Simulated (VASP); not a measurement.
Runs of VASP 6.6.1 on InP (eos). The structure is that of space group F-43m (No. 216), or close to it. The cells are those of the table. 

| task | cell | k mesh | cutoff (eV) | smearing | gap on the mesh (eV) | pressure (GPa) |
| --- | --- | --- | --- | --- | --- | --- |
| single point | a = 3.993 Å, angles 60.0°, 2 atoms | 10 × 10 × 10 | 520 | gaussian 0.02 eV | 1.11 | 8.4 |
| single point | a = 4.175 Å, angles 60.0°, 2 atoms | 6 × 6 × 6 | 520 | gaussian 0.1 eV | 0.39 | (b) |
| single point | a = 4.036 Å, angles 60.0°, 2 atoms | 10 × 10 × 10 | 520 | gaussian 0.02 eV | 0.94 | 5.1 |
| single point | a = 4.161 Å, angles 60.0°, 2 atoms | 10 × 10 × 10 | 520 | gaussian 0.02 eV | 0.45 | -2.0 |
| single point | a = 4.201 Å, angles 60.0°, 2 atoms | 10 × 10 × 10 | 520 | gaussian 0.02 eV | 0.29 | -3.6 |
| relaxation of cell and atoms | relaxed from a = 4.175 Å, angles 60.0°, 2 atoms | 10 × 10 × 10 | 600 | gaussian 0.02 eV | (a) | 0.0 |
| single point | a = 4.240 Å, angles 60.0°, 2 atoms | 10 × 10 × 10 | 520 | gaussian 0.02 eV | (c) | -5.0 |
| single point | a = 4.120 Å, angles 60.0°, 2 atoms | 10 × 10 × 10 | 520 | gaussian 0.02 eV | 0.61 | 0.0 |

Alike in all rows: level LDA; potentials or basis VASP PAW LDA potentials, release 64 (In_d, P); no spin polarisation.

Q: Fill in the values left out.

A: (a) 0.60; (b) -2.6; (c) 0.14.

Caveats: spin-orbit coupling is left out, which moves the levels of the heavy elements.

A k mesh can miss the band edges, and the runs leave out spin-orbit coupling on In.
